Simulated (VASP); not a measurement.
Input of a VASP 6.6.1 run:

File INCAR:

```
PREC = Accurate
ENCUT = 520
EDIFF = 1E-6
ISMEAR = -1
SIGMA = 0.02
LREAL = False
LASPH = True
NELM = 80
ALGO = Normal
ISIF = 2
LWAVE = False
LCHARG = False
GGA = PE
NBANDS = 26
```

KPOINTS

```
Automatic mesh
0
Gamma
  6 6 4
```

POSCAR

```
HgTe
1.0
    4.9251213903      0.0000000000      0.0000000000
   -2.4625606952      4.2652802407      0.0000000000
    0.0000000000      0.0000000000      7.3702599634
Hg Te
2 2
Direct
    0.3333333333      0.6666666667      0.2500000000
    0.6666666667      0.3333333333      0.7500000000
    0.6666666667      0.3333333333      0.2500000000
    0.3333333333      0.6666666667      0.7500000000
```

Potentials or basis: VASP PAW PBE potentials, release 64 (Hg, Te).

Command:

```bash
$ cat potpaw_PBE.64/Hg/POTCAR potpaw_PBE.64/Te/POTCAR > POTCAR
$ mpirun -np 1 vasp_std > vasp.out
```

Q: Estimate the pressure.

A: -0.8 GPa.

Q: What does it give for the band gap on the k mesh?

A: Zero (band 18 reaches 1.65 eV, above the bottom of band 19 at 1.43 eV).

Stress tensor (GPa, compression positive):
```
-1.09  0.00  0.00
 0.00 -1.09  0.00
 0.00  0.00 -0.34
```

Caveat: spin-orbit coupling is left out, which moves the levels of the heavy elements.
